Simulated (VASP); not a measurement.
A run of VASP 6.6.1 is set up as follows.

Contents of INCAR:

```
  PREC = Accurate
  ENCUT = 520
  EDIFF = 1E-8
  ISMEAR = -1
  SIGMA = 0.05
  LREAL = False
  LASPH = True
  NELM = 80
  ALGO = Normal
  ISIF = 2
  LWAVE = False
  LCHARG = False
  GGA = PE
  LEFG = True
  NBANDS = 15
```

The input KPOINTS:

```
Automatic mesh
0
Gamma
  13 13 11
```

POSCAR

```
HfB2
1.0
    3.1400001005      0.0000000000      0.0000000000
   -1.5700000503      2.7193198549      0.0000000000
    0.0000000000      0.0000000000      3.4800000000
Hf B
1 2
Direct
    0.0000000000      0.0000000000      0.0000000000
    0.3333333333      0.6666666667      0.5000000000
    0.6666666667      0.3333333333      0.5000000000
```

Potentials or basis: VASP PAW PBE potentials, release 64 (Hf_pv, B).

Run with:

```sh
$ cat potpaw_PBE.64/Hf_pv/POTCAR potpaw_PBE.64/B/POTCAR > POTCAR
$ mpirun -np 1 vasp_std > vasp.out
```

(1) What does it give for the pressure?

(2) Estimate the band gap on the k mesh.

## Answers

(1) 1.0 GPa.

(2) zero (band 8 reaches 8.31 eV, above the bottom of band 9 at 7.28 eV).

Caveat: without QUAD_EFG the Cq values of the log hold for a quadrupole moment of 1 mb, not for the nuclei; spin-orbit coupling is left out, which moves the levels of the heavy elements.
